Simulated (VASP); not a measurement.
Set up this calculation in VASP 6.6.1, as the native input.

| Item | Value |
| --- | --- |
| Task | single point |
| Functional | PBE |
| Potentials or basis | VASP PAW PBE potentials, release 64 (Co, O) |
| Cutoff | 520 eV |
| k mesh | 18 × 18 × 18 |
| Occupations | gaussian, width 0.1 eV |
| Spin | collinear spin, ferromagnetic start |
| Starting moments | [2.7, 0.34] μB |
| Dipole correction | no |
| Further INCAR settings | ALGO = Normal; EDIFF = 1e-07; NBANDS = 18 |

The structure of CoO lies in POSCAR:

```
CoO
1.0
    1.5524158662      0.8962877183      2.3459260906
   -1.5524158662      0.8962877183      2.3459260906
    0.0000000000     -1.7925754365      2.3459260906
Co O
1 1
Direct
    0.0000000000      0.0000000000      0.0000000000
    0.5000000000      0.5000000000      0.5000000000
```

One way to write it, as run:

INCAR

```
ALGO     = Normal         # electronic algorithm
EDIFF    = 1E-7           # SCF threshold, eV
ENCUT    = 520            # plane-wave cutoff, eV
GGA      = PE             # functional
ISIF     = 2              # what is computed and relaxed
ISMEAR   = 0              # smearing method
ISPIN    = 2              # spin polarisation
LASPH    = T              # aspherical terms in the spheres
LCHARG   = F              # write CHGCAR
LMAXMIX  = 4              # l up to which the mixer works
LORBIT   = 11             # projections on sites
LREAL    = F              # projectors in reciprocal space
LWAVE    = F              # write WAVECAR
MAGMOM   = 2.7 0.34       # initial moments
NBANDS   = 18             # bands
NELM     = 150            # most SCF steps
PREC     = Accurate       # precision mode
SIGMA    = 0.1            # smearing width, eV
```

KPOINTS

```
k-points
0
Gamma
  18 18 18
```

Potentials or basis: VASP PAW PBE potentials, release 64 (Co, O).

Command:

```console
$ cat potpaw_PBE.64/Co/POTCAR potpaw_PBE.64/O/POTCAR > POTCAR
$ mpirun -np 1 vasp_std > vasp.out
```

It gave:

- Pressure: -4.9 GPa
- Net moment: 2.93 μB per cell
- Site moments: Co +2.57; O +0.30 μB
- Valence electrons inside the program's atomic spheres: Co 7.77; O 4.97

Caveat: the cell stands under tension; a cell with one magnetic atom can't hold antiferromagnetic order, which such compounds often take.

It took 4.4 min on 1 thread of Intel(R) Xeon(R) Platinum 8488C (Sapphire Rapids), with other jobs on the host, peak memory 0.4 GiB.
